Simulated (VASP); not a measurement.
Wanted: the native input for a VASP 6.6.1 run.

| Property | Result |
| --- | --- |
| Task | single point |
| Functional | LDA |
| Potentials or basis | VASP PAW LDA potentials, release 64 (Hg, Te) |
| Cutoff | 520 eV |
| k mesh | 18 × 18 × 18 |
| Occupations | gaussian, width 0.15 eV |
| Spin | no spin polarisation |
| Dipole correction | no |
| Further INCAR settings | ALGO = Normal; EDIFF = 1e-06; NBANDS = 16 |

The structure of HgTe lies in POSCAR:

```
HgTe
1.0
   -3.0873287741      3.0873287741      1.5175434582
    3.0873287741     -3.0873287741      1.5175434582
    3.0873287741      3.0873287741     -1.5175434582
Hg Te
1 1
Direct
    0.2500000000      0.7500000000      0.5000000000
    0.0000000000      0.0000000000      0.0000000000
```

This cell differs from its parent crystal: ratio of the length along z to the lengths across it x 0.96, volume and fractional coordinates fixed.

One way to write it, as run:

INCAR

```
PREC = Accurate ; ENCUT = 520
EDIFF = 1E-6 ; ISMEAR = 0
SIGMA = 0.15 ; LREAL = False
LASPH = True ; NELM = 60
ALGO = Normal ; ISIF = 2
LWAVE = False ; LCHARG = False
GGA = CA ; NBANDS = 16
```

KPOINTS

```
regular mesh
0
Gamma
  18 18 18
```

Potentials or basis: VASP PAW LDA potentials, release 64 (Hg, Te).

Launch:

```console
$ cat potpaw_LDA.64/Hg/POTCAR potpaw_LDA.64/Te/POTCAR > POTCAR
$ mpirun -np 1 vasp_std > vasp.out
```

Results of the run:

```yaml
Pressure: -4.4 GPa
Band_gap_on_the_k_mesh: zero (band 9 reaches 5.48 eV, above the bottom of band 10 at 1.83 eV)
```

Caveat: spin-orbit coupling is left out, which moves the levels of the heavy elements.

Wall time 4.4 min on 1 thread of Intel Xeon 6975P-C (shared host), peak memory 0.55 GiB.
